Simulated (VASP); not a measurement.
# AlGaN2: single point with r2SCAN

The system is AlGaN2.

```
Al Ga N
1.0
     2.87571    0.00000    0.00000
     0.00000    2.87571    0.00000
     0.00000    0.00000    5.26764
Al Ga N
1 1 2
Direct
  0.50000 0.50000 0.50000
  0.00000 0.00000 0.00000
  0.50000 0.00000 0.73908
  0.00000 0.50000 0.26092
```

This cell differs from its parent crystal: ratio of the length along z to the lengths across it x 1.3, volume and fractional coordinates fixed.

```
Program             : VASP 6.6.1
Task                : single point
Functional          : r2SCAN
Potentials or basis : VASP PAW PBE potentials, release 64 (Al, Ga_d, N)
Cutoff              : 520 eV
k mesh              : 8 × 8 × 6
Occupations         : gaussian, width 0.05 eV
Spin                : no spin polarisation
```

* Pressure: -3.0 GPa
* Largest force: 0.154 eV/Å
* Band gap on the k mesh: 1.97 eV (least direct gap 2.09 eV)

Forces on the atoms (eV/Å):
```
Al   0.000  0.000  0.000
Ga   0.000  0.000  0.000
N    0.000  0.000  0.154
N    0.000  0.000 -0.154
```

Stress tensor (GPa, compression positive):
```
 18.89   0.00   0.00
  0.00  18.89   0.00
  0.00   0.00 -46.68
```

Levels at points of the mesh, in eV from the valence-band top:
| k point | band 11 | band 12 | band 13 | band 14 | band 15 | band 16 |
| --- | --- | --- | --- | --- | --- | --- |
| (0.00, 0.00, 0.00) | -1.54 | -0.12 | -0.12 | 1.97 | 4.77 | 9.67 |
| (0.50, 0.00, 0.00) | -4.64 | -0.46 | -0.05 | 6.09 | 6.21 | 7.49 |
| (0.50, 0.50, 0.00) | -3.58 | -3.45 | -3.44 | 2.80 | 2.80 | 4.68 |
| (0.00, 0.00, 0.50) | -1.14 | -0.63 | -0.63 | 4.79 | 5.39 | 6.64 |
| (0.50, 0.00, 0.50) | -2.65 | -0.46 | -0.03 | 3.10 | 4.13 | 9.38 |
| (0.50, 0.50, 0.50) | -3.93 | -3.93 | -3.89 | 4.93 | 4.93 | 7.31 |

Wall time 3.3 min on 1 thread of Intel Xeon 8259CL, on a shared host, peak memory 0.2 GiB.

Caveat: the PAW data sets were made with another functional, which shifts forces and pressure a little. A k mesh can miss the band edges.
